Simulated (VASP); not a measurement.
Slab: SnSe, a slab with vacuum.

```
Sn Se
1.0
     4.28533    0.00000    0.00000
     0.00000    4.28533    0.00000
     0.00000    0.00000   10.99069
Sn Se
2 2
Direct
  0.00000 0.50000 0.62777
  0.50000 0.00000 0.37223
  0.00000 0.50000 0.38396
  0.50000 0.00000 0.61604
```

Base run:

| Property | Result |
| --- | --- |
| Program | VASP 6.6.1 |
| Functional | r2SCAN |
| Potentials or basis | VASP PAW PBE potentials, release 64 (Sn_d, Se) |
| Cutoff | 520 eV |
| k mesh | 6 × 6 × 3 |
| Occupations | fermi-dirac, width 0.05 eV |
| Spin | no spin polarisation |

Its results: band gap on the k mesh 1.77 eV, direct; largest force 0.016 eV/Å.

Problem. The run is repeated on the same cell with these changes: functional from r2SCAN to LDA; potentials or basis from VASP PAW PBE potentials, release 64 (Sn_d, Se) to VASP PAW LDA potentials, release 64 (Sn_d, Se). What comes out?

Solution. Band gap on the k mesh 1.45 eV, direct; largest force 0.220 eV/Å.

Caveats: spin-orbit coupling is left out, which moves the levels of the heavy elements; the PAW data sets were made with another functional, which shifts forces and pressure a little (some runs).

A k mesh can miss the band edges.
